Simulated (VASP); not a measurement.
Here is a VASP 6.6.1 calculation.

The input INCAR:

```
ALGO     = Normal         # electronic algorithm
EDIFF    = 1E-7           # SCF threshold, eV
ENCUT    = 520            # plane-wave cutoff, eV
GGA      = PS             # functional
ISIF     = 2              # what is computed and relaxed
ISMEAR   = 0              # smearing method
LASPH    = True           # aspherical terms in the spheres
LCHARG   = False          # write CHGCAR
LREAL    = False          # projectors in reciprocal space
LWAVE    = False          # write WAVECAR
NBANDS   = 31             # bands
NELM     = 60             # most SCF steps
PREC     = Accurate       # precision mode
SIGMA    = 0.02           # smearing width, eV
```

KPOINTS

```
k-points
0
Gamma
  6 6 6
```

Contents of POSCAR:

```
Al3GaN4
1.0
    4.2747850003      0.0000000000      0.0000000000
    0.0000000000      4.2747850003      0.0000000000
    0.0000000000      0.0000000000      4.2747850003
Al Ga N
3 1 4
Direct
    0.5000000000      0.5000000000      0.0000000000
    0.5000000000      0.0000000000      0.5000000000
    0.0000000000      0.5000000000      0.5000000000
    0.0000000000      0.0000000000      0.0000000000
    0.7445542782      0.7445542782      0.2554457218
    0.7445542782      0.2554457218      0.7445542782
    0.2554457218      0.7445542782      0.7445542782
    0.2554457218      0.2554457218      0.2554457218
```

Potentials or basis: VASP PAW PBE potentials, release 64 (Al, Ga_d, N).

Launch:

```bash
$ cat potpaw_PBE.64/Al/POTCAR potpaw_PBE.64/Ga_d/POTCAR potpaw_PBE.64/N/POTCAR > POTCAR
$ mpirun -np 1 vasp_std > vasp.out
```

(1) Predict the band gap on the k mesh.

(2) Estimate the largest force.

(3) Predict the pressure.

Answers

(1) 3.37 eV, indirect (least direct gap 3.38 eV).

(2) 0.022 eV/Å.

(3) 21.7 GPa.

Caveat: the PAW data sets were made with another functional, which shifts forces and pressure a little.
